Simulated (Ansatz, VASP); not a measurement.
# One calculation of SiO2, two programs

Contents of INCAR:

```
SYSTEM = SiO2
  PREC = Accurate
  ENCUT = 520
  EDIFF = 1E-7
  ISMEAR = 0
  SIGMA = 0.02
  LREAL = .False.
  LASPH = .True.
  NELM = 60
  ALGO = Normal
  ISIF = 2
  LWAVE = .False.
  LCHARG = .True.
  GGA = PE
  LELF = .True.
  LVHAR = .True.
  NBANDS = 25
```

File KPOINTS:

```
Automatic mesh
0
Gamma
  6 6 8
  0 0 0
```

POSCAR

```
SiO2
1.0
    4.2359250091      0.0000000000      0.0000000000
    0.0000000000      4.2359250091      0.0000000000
    0.0000000000      0.0000000000      2.6905855888
Si O
2 4
Direct
    0.0000000000      0.0000000000      0.5000000000
    0.5000000000      0.5000000000      0.0000000000
    0.3069647403      0.3069647403      0.5000000000
    0.1930352597      0.8069647403      0.0000000000
    0.6930352597      0.6930352597      0.5000000000
    0.8069647403      0.1930352597      0.0000000000
```

Input for Ansatz:

```yaml
crystal:
  lattice:
    - [4.2359250091, 0.0, 0.0]
    - [0.0, 4.2359250091, 0.0]
    - [0.0, 0.0, 2.6905855888]
  atoms:
    - { symbol: Si, position: [0.0, 0.0, 0.5] }
    - { symbol: Si, position: [0.5, 0.5, 0.0] }
    - { symbol: O, position: [0.3069647403, 0.3069647403, 0.5] }
    - { symbol: O, position: [0.1930352597, 0.8069647403, 0.0] }
    - { symbol: O, position: [0.6930352597, 0.6930352597, 0.5] }
    - { symbol: O, position: [0.8069647403, 0.1930352597, 0.0] }
basis:
  ecutwfc: 420
kpoints:
  mp_grid: { grid: [6, 6, 8] }
  band_path:
    path:
      - [[0.0, 0.0, 0.0], [0.0, 0.5, 0.0], [0.5, 0.5, 0.0], [0.0, 0.0, 0.0], [0.0, 0.0, 0.5], [0.0, 0.5, 0.5], [0.5, 0.5, 0.5], [0.0, 0.0, 0.5]]
      - [[0.0, 0.5, 0.0], [0.0, 0.5, 0.5]]
      - [[0.5, 0.5, 0.0], [0.5, 0.5, 0.5]]
    npoints: 14
hamiltonian:
  xc: pbe
scf:
  occupations: { method: gaussian, width: 0.02 }
  n_extra_bands: 15
output:
  forces: true
  stress: true
  eigenvalues: true
  populations: true
  dos: { projected: true, de: 0.02, nscf_kmesh: { grid: [9, 9, 12] } }
  bader: true
  write_density: true
  write_potential: true
  elf: true
  volumetric_format: npy
```

Alike in both runs: task single point; functional PBE; k mesh 6 × 6 × 8; occupations gaussian, width 0.02 eV; no spin polarisation.

```csv
,VASP,Ansatz
version,VASP 6.6.1,Ansatz 0.2.0
potentials or method,"VASP PAW PBE potentials, release 64 (Si, O), cutoff 520 eV","scalar-relativistic, plane waves, PAW"
valence electrons in the cell,32,32
```

VASP gave:

* gap on the k mesh at the Fermi level (eV): 5.02
* least direct gap on the mesh (eV): 5.02
* pressure (GPa): 0.1
* traceless stress, the component that is largest in VASP (GPa): 0.41
* rms of the force components (eV/Å): 0.007

Problem. What did Ansatz give for the same quantities?

Solution. gap on the k mesh at the Fermi level (eV): 5.04; least direct gap on the mesh (eV): 5.04; pressure (GPa): 0.0; traceless stress, the component that is largest in VASP (GPa): -0.02; rms of the force components (eV/Å): 0.001.

Atom by atom the forces differ by 0.009 eV/Å (rms over components).
